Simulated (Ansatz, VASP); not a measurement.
**Two plane-wave programs on CaO**

```xyz
2
Lattice="-0.0240 2.3976 2.3976 2.3976 -0.0240 2.3976 2.3736 2.3736 0.0000" Properties=species:S:1:pos:R:3 pbc="T T T"
Ca    0.0000    0.0000    0.0000
O     2.3736    2.3736    2.3976
```

Change from the starting cell: shear_xy strain -2.0%.

Alike in both runs: task single point; functional PBE; k mesh 10 × 10 × 10; occupations fermi-dirac, width 0.02 eV; no spin polarisation.

```csv
,VASP,Ansatz
version,VASP 6.6.1,Ansatz 0.2.0
potentials or method,"VASP PAW PBE potentials, release 64 (Ca_sv, O)","plane waves, PAW"
plane-wave cutoff (eV),520,420
valence electrons in the cell,16,16
```

Ansatz gave:

- gap on the k mesh at the Fermi level (eV): 3.62
- pressure (GPa): 2.5
- traceless stress, the component that is largest in VASP (GPa): 1.53

Q: Estimate VASP's values.

A: gap on the k mesh at the Fermi level (eV): 3.60; pressure (GPa): 3.1; traceless stress, the component that is largest in VASP (GPa): 1.51.
